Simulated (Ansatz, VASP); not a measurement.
**One calculation of Sr, two programs**

```xyz
1
Lattice="0.0000 2.7106 3.8327 2.7106 0.0000 3.8327 2.7106 2.7106 0.0000" Properties=species:S:1:pos:R:3 pbc="T T T"
Sr    0.0000    0.0000    0.0000
```

Alike in both runs: task single point; functional PBEsol; k mesh 10 × 10 × 10; occupations gaussian, width 0.03 eV; no spin polarisation.

|  | VASP | Ansatz |
| --- | --- | --- |
| version | VASP 6.6.1 | Ansatz 0.2.0 |
| potentials or method | VASP PAW PBE potentials, release 64 (Sr_sv), cutoff 520 eV | scalar-relativistic, plane waves, PAW |
| valence electrons in the cell | 10 | 10 |

|  | VASP | Ansatz | Ansatz less VASP |
| --- | --- | --- | --- |
| gap on the k mesh at the Fermi level (eV) | none | none | - |
| pressure (GPa) | -0.7 | -0.8 | -0.01 |
| traceless stress, the component that is largest in VASP (GPa) | -2.89 | -2.88 | +0.008 |

VASP's potentials were made for PBE, not for PBEsol. A gap of «none» marks a metal or a gap that the smearing closes. The functional is the same, so the differences come from potentials, cutoffs and numerics.
